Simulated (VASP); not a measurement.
# BaTiO3 (P4mm) in VASP: further runs

Runs on BaTiO3. Level: r2SCAN. Tasks: single point.

Program: VASP 6.6.1. These are calculated values, not measurements. Logs are shortened: lines on timing, memory, paths and dates and some standing lists are left out, and cuts for length are marked.

## 1. The cell of the first run

It takes space group P4mm (No. 99, tetragonal). The conventional cell has a = 3.955 Å, b = 3.955 Å, c = 4.024 Å, α = 90.00°, β = 90.00°, γ = 90.00°. Ba (site symmetry 4mm) has 12 O at 2.78 to 2.87 Å and 8 Ti at 3.41 to 3.48 Å within 3.7 Å. Ti (site symmetry 4mm) has 6 O at 1.85 to 2.18 Å within 2.5 Å. O (site symmetry 4mm) has 2 Ti at 1.85 to 2.18 Å within 2.5 Å. O (site symmetry 2mm) has 2 Ti at 1.98 Å within 2.6 Å.

## 2. Single point, r2SCAN (12.59 Å³/atom)

File POSCAR:

```
BaTiO3
1.0
    3.9553583032      0.0000000000      0.0000000000
    0.0000000000      3.9553583032      0.0000000000
    0.0000000000      0.0000000000      4.0235062943
Ba Ti O
1 1 3
Direct
    0.0000000000      0.0000000000      0.0003528943
    0.5000000000      0.5000000000      0.4850182190
    0.5000000000      0.5000000000      0.0261017469
    0.5000000000      0.0000000000      0.5157635699
    0.0000000000      0.5000000000      0.5157635699
```

File INCAR.step1:

```
SYSTEM = BaTiO3
  ALGO = Normal
  EDIFF = 1E-4
  ENCUT = 520
  GGA = PE
  ISMEAR = 0
  LASPH = .True.
  LCHARG = .False.
  LREAL = .False.
  LWAVE = .True.
  NBANDS = 28
  NELM = 60
  PREC = Accurate
  SIGMA = 0.02
```

File INCAR.step2:

```
SYSTEM = BaTiO3
  ALGO = Normal
  EDIFF = 1E-6
  ENCUT = 520
  ISIF = 2
  ISMEAR = 0
  ISTART = 1
  LASPH = .True.
  LCHARG = .False.
  LMIXTAU = .True.
  LREAL = .False.
  LWAVE = .False.
  METAGGA = R2SCAN
  NBANDS = 28
  NELM = 60
  PREC = Accurate
  SIGMA = 0.02
```

File KPOINTS:

```
k-points
0
Gamma
  8 8 8
  0 0 0
```

Potentials or basis: VASP PAW PBE potentials, release 64 (Ba_sv, Ti_sv, O).

The run is started by

```bash
> cat potpaw_PBE.64/Ba_sv/POTCAR potpaw_PBE.64/Ti_sv/POTCAR potpaw_PBE.64/O/POTCAR > POTCAR
> cp INCAR.step1 INCAR
> mpirun -np 1 vasp_std > vasp.out
> cp INCAR.step2 INCAR
> mpirun -np 1 vasp_std > vasp.out
```

OUTCAR:

```text
SYSTEM = BaTiO3
   EDIFF = 1E-6
   ENCUT = 520
   ISIF = 2
   ISMEAR = 0
   ISTART = 1
   LASPH = .True.
   LREAL = .False.
   METAGGA = R2SCAN
   NELM = 60
   PREC = Accurate

 ion  position               nearest neighbor table
   1  0.000  0.000  0.000-   4 2.78   5 2.78   5 2.78   4 2.78   3 2.80   3 2.80   3 2.80   3 2.80
                             4 2.87   5 2.87   5 2.87   4 2.87   2 3.41   2 3.41   2 3.41   2 3.41
   2  0.500  0.500  0.485-   3 1.85   4 1.98   5 1.98   4 1.98   5 1.98   3 2.18   1 3.41   1 3.41
                             1 3.41   1 3.41   1 3.48   1 3.48   1 3.48   1 3.48
   3  0.500  0.500  0.026-   2 1.85   2 2.18   1 2.80   1 2.80   1 2.80   1 2.80
   4  0.500  0.000  0.516-   2 1.98   2 1.98   1 2.78   1 2.78   1 2.87   1 2.87
   5  0.000  0.500  0.516-   2 1.98   2 1.98   1 2.78   1 2.78   1 2.87   1 2.87

  LATTYP: Found a simple tetragonal cell.
 ALAT       =     3.9553583032
 C/A-ratio  =     1.0172292839

  Lattice vectors:

 A1 = (   3.9553583032,   0.0000000000,   0.0000000000)
 A2 = (   0.0000000000,   3.9553583032,   0.0000000000)
 A3 = (   0.0000000000,   0.0000000000,   4.0235062943)

Analysis of symmetry for initial positions (statically):
=====================================================================
 Subroutine PRICEL returns:
 Original cell was already a primitive cell.

 Routine SETGRP: Setting up the symmetry group for a
 simple tetragonal supercell.

 Subroutine GETGRP returns: Found  8 space group operations
 (whereof  8 operations were pure point group operations)
 out of a pool of 16 trial point group operations.

The static configuration has the point symmetry C_4v.

Analysis of symmetry for dynamics (positions and initial velocities):
=====================================================================
 Subroutine PRICEL returns:
 Original cell was already a primitive cell.

 Routine SETGRP: Setting up the symmetry group for a
 simple tetragonal supercell.

 Subroutine GETGRP returns: Found  8 space group operations
 (whereof  8 operations were pure point group operations)
 out of a pool of 16 trial point group operations.

The dynamic configuration has the point symmetry C_4v.

 Subroutine INISYM returns: Found  8 space group operations
 (whereof  8 operations are pure point group operations),
 and found     1 'primitive' translations

----------------------------------------------------------------------------------------

                                     Primitive cell

  volume of cell :      62.9472

  direct lattice vectors                    reciprocal lattice vectors
     3.955358303  0.000000000  0.000000000     0.252821596  0.000000000  0.000000000
     0.000000000  3.955358303  0.000000000     0.000000000  0.252821596  0.000000000
     0.000000000  0.000000000  4.023506294     0.000000000  0.000000000  0.248539440

  length of vectors
     3.955358303  3.955358303  4.023506294     0.252821596  0.252821596  0.248539440

  position of ions in fractional coordinates (direct lattice)
     0.000000000  0.000000000  0.000352894
     0.500000000  0.500000000  0.485018219
     0.500000000  0.500000000  0.026101747
     0.500000000  0.000000000  0.515763570
     0.000000000  0.500000000  0.515763570

  ion indices of the primitive-cell ions
   primitive index   ion index
                 1           1
                 2           2
                 3           3
                 4           4
                 5           5

----------------------------------------------------------------------------------------

 KPOINTS: k-points

Automatic generation of k-mesh.
 Grid dimensions read from file:
 generate k-points for:    8    8    8

 Generating k-lattice:

  Cartesian coordinates                     Fractional coordinates (reciprocal lattice)
     0.031602700  0.000000000  0.000000000     0.125000000  0.000000000  0.000000000
     0.000000000  0.031602700  0.000000000     0.000000000  0.125000000  0.000000000
     0.000000000  0.000000000  0.031067430     0.000000000  0.000000000  0.125000000

  Length of vectors
     0.031602700  0.031602700  0.031067430

  Shift w.r.t. Gamma in fractional coordinates (k-lattice)
     0.000000000  0.000000000  0.000000000

 Subroutine IBZKPT returns following result:
 ===========================================

 Found     75 irreducible k-points:

 Following reciprocal coordinates:
            Coordinates               Weight
  0.000000  0.000000  0.000000      1.000000
  0.125000  0.000000  0.000000      4.000000
  0.250000  0.000000  0.000000      4.000000
  0.375000  0.000000  0.000000      4.000000
  0.500000  0.000000  0.000000      2.000000
  0.125000  0.125000  0.000000      4.000000
[... 16 lines left out ...]
  0.375000  0.125000  0.125000     16.000000
  0.500000  0.125000  0.125000      8.000000
 [... further k-points ...]
   k-points           NKPTS =     75   k-points in BZ     NKDIM =     75   number of bands    NBANDS=     28
   number of dos      NEDOS =    301   number of ions     NIONS =      5
   total plane-waves  NPLWV =  27000
   dimension x,y,z NGX =    30 NGY =   30 NGZ =   30
   dimension x,y,z NGXF=    60 NGYF=   60 NGZF=   60
   ions per type =               1   1   3
   NGX,Y,Z   is equivalent  to a cutoff of  12.61, 12.61, 12.40 a.u.
   NGXF,Y,Z  is equivalent  to a cutoff of  25.22, 25.22, 24.79 a.u.
 SYSTEM =  BaTiO3
   PREC   = accura    normal or accurate (medium, high low for compatibility)
   ISTART =      1    job   : 0-new  1-cont  2-samecut
   ICHARG =      0    charge: 1-file 2-atom 10-const
   ISPIN  =      1    spin polarized calculation?
   LNONCOLLINEAR =      F non collinear calculations
   LSORBIT =      F    spin-orbit coupling
   LASPH  =      T    aspherical Exc in radial PAW
   ENCUT  =  520.0 eV  38.22 Ry    6.18 a.u.   7.35  7.35  7.48*2*pi/ulx,y,z
   NELM   =     60;   NELMIN=  2; NELMDL=  0     # of ELM steps
   EDIFF  = 0.1E-05   stopping-criterion for ELM
   LREAL  =      F    real-space projection
   EDIFFG = 0.1E-04   stopping-criterion for IOM
   NSW    =      0    number of steps for IOM
   IBRION =     -1    ionic relax: 0-MD 1-quasi-New 2-CG
   NFREE  =      0    steps in history (QN), initial steepest desc. (CG)
   ISIF   =      2    stress and relaxation
   ISYM   =      2    0-nonsym 1-usesym 2-fastsym
   POTIM  = 0.5000    time-step for ionic-motion
   TEBEG  =    0.0;   TEEND  =   0.0 temperature during run
   PSTRESS=    0.0 pullay stress
   NELECT =      40.0000    total number of electrons
   NUPDOWN=      -1.0000    fix difference up-down
   EMIN   =  10.00;   EMAX   =-10.00  energy-range for DOS
   EFERMI =   0.00;   METHOD = LEGACY
   ISMEAR =     0;   SIGMA  =   0.02  broadening in eV -4-tet -1-fermi 0-gaus
   EFERMI_NEDOS =   21; number of points for ismear=-14 and -15
   IALGO  =     38    algorithm
   IMIX   =      4    mixing-type and parameters
     AMIX     =   0.40;   BMIX     =  1.00
     AMIX_MAG =   1.60;   BMIX_MAG =  1.00
  volume/ion in A,a.u.               =      12.59        84.96
  Fermi-wavevector in a.u.,A,eV,Ry     =   1.407460  2.659714 26.952373  1.980944
  Thomas-Fermi vector in A             =   2.529717
   LORBIT       =      0    0 simple, 1 ext, 2 COOP (PROOUT), +10 PAW based schemes
   METAGGA = R2SCAN    functional components
   LHFCALC =     F    Hartree Fock is set to
   AEXX    =    0.0000 exact exchange contribution
   IVDW    =     0    specifies the selected vdW correction
   LEPSILON=     F    determine dielectric tensor
   LRPA    =     F    only Hartree local field effects (RPA)
 non-spin polarized calculation
 Gauss-broadening in eV      SIGMA  =   0.02
  energy-cutoff  :      520.00
  volume of cell :       62.95
 maximum number of plane-waves:      1743
 NGX is ok and might be reduce to    30
   NGX = 15   NGY = 15   NGZ = 15

 number of electron      39.9999986 magnetization

 Free energy of the ion-electron system (eV)
  ---------------------------------------------------
  ext. energy  EPLUGINS =         0.00000000
  ---------------------------------------------------
  free energy    TOTEN  =       -74.21859265 eV

  energy without entropy =      -74.21859265  energy(sigma->0) =      -74.21859265

 E-fermi :   3.9390     XC(G=0): -12.0151

 val. band max:        3.7615213336   @ k =   0.5000   0.5000   0.5000
 cond. band min:       5.9977985906   @ k =   0.0000   0.0000   0.0000
 fundamental gap:      2.2362772570
 Fermi energy:         3.9390031454

 k-point     1 :       0.0000    0.0000    0.0000
  band No.  band energies     occupation
      1     -54.9553      2.00000
      2     -30.1922      2.00000
      3     -30.1262      2.00000
      4     -30.1262      2.00000
      5     -21.7806      2.00000
      6     -14.2240      2.00000
[... 20 lines left out ...]
     27       9.3965      0.00000
     28      12.1632      0.00000

 k-point     2 :       0.1250    0.0000    0.0000
  band No.  band energies     occupation
      1     -54.9551      2.00000
      2     -30.1918      2.00000
      3     -30.1363      2.00000
      4     -30.1258      2.00000
      5     -21.7594      2.00000
      6     -14.2368      2.00000
[... 20 lines left out ...]
     27       9.7089      0.00000
     28      12.5435      0.00000

 k-point     3 :       0.2500    0.0000    0.0000
  band No.  band energies     occupation
      1     -54.9546      2.00000
      2     -30.1910      2.00000
      3     -30.1606      2.00000
      4     -30.1250      2.00000
      5     -21.7073      2.00000
      6     -14.3201      2.00000
[... 20 lines left out ...]
     27      10.5143      0.00000
     28      12.7900      0.00000

 k-point     4 :       0.3750    0.0000    0.0000
  band No.  band energies     occupation
      1     -54.9541      2.00000
      2     -30.1901      2.00000
      3     -30.1847      2.00000
      4     -30.1241      2.00000
      5     -21.6539      2.00000
      6     -14.4437      2.00000
[... 20 lines left out ...]
     27      11.5371      0.00000
     28      12.6766      0.00000

 k-point     5 :       0.5000    0.0000    0.0000
  band No.  band energies     occupation
      1     -54.9539      2.00000
      2     -30.1947      2.00000
      3     -30.1896      2.00000
      4     -30.1238      2.00000
      5     -21.6314      2.00000
      6     -14.5004      2.00000
[... 20 lines left out ...]
     27      12.0639      0.00000
     28      12.6299      0.00000

 k-point     6 :       0.1250    0.1250    0.0000
  band No.  band energies     occupation
      1     -54.9549      2.00000
      2     -30.1915      2.00000
      3     -30.1362      2.00000
      4     -30.1357      2.00000
      5     -21.7393      2.00000
      6     -14.2345      2.00000
[... 463 lines left out ...]
      5     -21.7223      2.00000
      6     -14.2147      2.00000
[... 20 lines left out ...]
     27      10.2496      0.00000
     28      12.6592      0.00000

 k-point    22 :       0.2500    0.1250    0.1250
  band No.  band energies     occupation
      1     -54.9543      2.00000
      2     -30.1988      2.00000
      3     -30.1598      2.00000
      4     -30.1347      2.00000
      5     -21.6754      2.00000
      6     -14.2354      2.00000
[... 20 lines left out ...]
     27      10.9687      0.00000
     28      12.8891      0.00000

 k-point    23 :       0.3750    0.1250    0.1250
  band No.  band energies     occupation
      1     -54.9538      2.00000
      2     -30.1978      2.00000
      3     -30.1837      2.00000
      4     -30.1337      2.00000
      5     -21.6273      2.00000
      6     -14.3127      2.00000
[... 20 lines left out ...]
     27      11.9517      0.00000
     28      13.1155      0.00000

 k-point    24 :       0.5000    0.1250    0.1250
  band No.  band energies     occupation
      1     -54.9536      2.00000
      2     -30.1974      2.00000
      3     -30.1937      2.00000
      4     -30.1334      2.00000
      5     -21.6071      2.00000
      6     -14.3539      2.00000
[... 20 lines left out ...]
     27      12.3876      0.00000
     28      13.2501      0.00000

 [... further k-points ...]
[... 5 lines left out ...]
  --------------------------------------------------------------------------------------
  -------------------------------------------------------------------------------------
  Total        2.3721638      2.3721638      2.4548095      0.0000000      0.0000000      0.0000000
  in kB       60.3780255     60.3780255     62.4815843      0.0000000      0.0000000      0.0000000
  external PRESSURE =      61.0792118 kB  Pullay stress =       0.0000000 kB

 VOLUME and BASIS-vectors are now :
 -----------------------------------------------------------------------------
  energy-cutoff  :      520.00
  volume of cell :       62.95
      direct lattice vectors                 reciprocal lattice vectors
     3.955358303  0.000000000  0.000000000     0.252821596  0.000000000  0.000000000
     0.000000000  3.955358303  0.000000000     0.000000000  0.252821596  0.000000000
     0.000000000  0.000000000  4.023506294     0.000000000  0.000000000  0.248539440

 POSITION                                       TOTAL-FORCE (eV/Angst)
 -----------------------------------------------------------------------------------
      0.00000      0.00000      0.00142         0.000000     -0.000000      0.022349
      1.97768      1.97768      1.95147         0.000000     -0.000000      0.135592
      1.97768      1.97768      0.10502         0.000000      0.000000     -0.128882
      1.97768      0.00000      2.07518         0.000000     -0.000000     -0.014529
      0.00000      1.97768      2.07518        -0.000000      0.000000     -0.014529
 -----------------------------------------------------------------------------------
    total drift:                                0.000000      0.000000     -0.001939

  FREE ENERGIE OF THE ION-ELECTRON SYSTEM (eV)
  ---------------------------------------------------
  free  energy   TOTEN  =       -74.2185926464 eV

  energy  without entropy=      -74.2185926464  energy(sigma->0) =      -74.21859265
```

Wall time 3.6 min (1 thread of Intel Xeon 6975P-C (Granite Rapids), shared host); peak memory 0.26 GiB.

What came out:

- Free energy: -74.2186 eV
- Pressure: 6.1 GPa
- Largest force: 0.136 eV/Å
- Band gap on the k mesh: 2.24 eV (least direct gap 2.61 eV)

Forces on the atoms (eV/Å):
```
Ba   0.000  0.000  0.022
Ti   0.000  0.000  0.136
O    0.000  0.000 -0.129
O    0.000  0.000 -0.015
O    0.000  0.000 -0.015
```

Caveat: the cell stands under pressure; the PAW data sets were made with another functional, which shifts forces and pressure a little; spin-orbit coupling is left out, which moves the levels of the heavy elements. A k mesh can miss the band edges.

## 3. Single point, r2SCAN

This run uses another cell than the first one, of 12.86 Å³/atom.

File POSCAR:

```
BaTiO3
1.0
    3.9998000000      0.0000000000      0.0000000000
    0.0000000000      3.9998000000      0.0000000000
    0.0000000000      0.0000000000      4.0180000000
Ba Ti O
1 1 3
Direct
    0.0000000000      0.0000000000      0.0002284293
    0.5000000000      0.5000000000      0.4849138950
    0.5000000000      0.5000000000      0.0268972184
    0.5000000000      0.0000000000      0.5154802286
    0.0000000000      0.5000000000      0.5154802286
```

File INCAR.step1:

```
PREC = Accurate
ENCUT = 520
ISMEAR = 0
SIGMA = 0.02
LREAL = F
LASPH = T
NELM = 60
NBANDS = 28
GGA = PE
ALGO = Normal
EDIFF = 1E-4
LWAVE = T
LCHARG = F
```

File INCAR.step2:

```
PREC = Accurate
ENCUT = 520
EDIFF = 1E-6
ISMEAR = 0
SIGMA = 0.02
LREAL = F
LASPH = T
NELM = 60
ALGO = Normal
ISIF = 2
LWAVE = F
LCHARG = F
METAGGA = R2SCAN
LMIXTAU = T
NBANDS = 28
ISTART = 1
```

File KPOINTS:

```
Automatic mesh
0
Gamma
  8 8 8
```

Potentials or basis: VASP PAW PBE potentials, release 64 (Ba_sv, Ti_sv, O).

The run is started by

```bash
> cat potpaw_PBE.64/Ba_sv/POTCAR potpaw_PBE.64/Ti_sv/POTCAR potpaw_PBE.64/O/POTCAR > POTCAR
> cp INCAR.step1 INCAR
> mpirun -np 1 vasp_std > vasp.out
> cp INCAR.step2 INCAR
> mpirun -np 1 vasp_std > vasp.out
```

Run time: 3.6 min. Hardware: 1 thread of Intel Xeon 6975P-C (Granite Rapids), shared host; peak memory 0.27 GiB.

The run converged. Its results:

```
Free energy            : -74.2485 eV
Pressure               : 2.2 GPa
Largest force          : 0.144 eV/Å
Band gap on the k mesh : 2.19 eV (least direct gap 2.56 eV)
```

Forces in eV/Å, atoms in the order of the input:
```
Ba   0.000  0.000  0.021
Ti   0.000  0.000  0.144
O    0.000  0.000 -0.142
O    0.000  0.000 -0.011
O    0.000  0.000 -0.011
```

Stress tensor (GPa, compression positive):
```
1.15 0.00 0.00
0.00 1.15 0.00
0.00 0.00 4.19
```

Levels at points of the mesh, in eV from the valence-band top:
| k point | band 17 | band 18 | band 19 | band 20 | band 21 | band 22 | band 23 | band 24 |
| --- | --- | --- | --- | --- | --- | --- | --- | --- |
| (0.00, 0.00, 0.00) | -1.19 | -0.45 | -0.37 | -0.37 | 2.19 | 2.52 | 2.52 | 4.29 |
| (0.50, 0.00, 0.00) | -1.83 | -1.67 | -1.12 | -1.00 | 2.63 | 3.88 | 3.94 | 4.43 |
| (0.50, 0.50, 0.00) | -1.90 | -1.10 | -1.10 | -0.09 | 3.96 | 3.96 | 4.35 | 5.06 |
| (0.00, 0.00, 0.50) | -1.98 | -1.95 | -0.75 | -0.75 | 2.35 | 4.00 | 4.00 | 4.29 |
| (0.50, 0.00, 0.50) | -1.80 | -0.94 | -0.91 | -0.24 | 3.91 | 4.01 | 4.35 | 5.19 |
| (0.50, 0.50, 0.50) | -2.44 | -0.16 | -0.16 | 0.00 | 4.57 | 4.59 | 4.59 | 7.07 |

Caveat: the PAW data sets were made with another functional, which shifts forces and pressure a little; spin-orbit coupling is left out, which moves the levels of the heavy elements. A k mesh can miss the band edges.
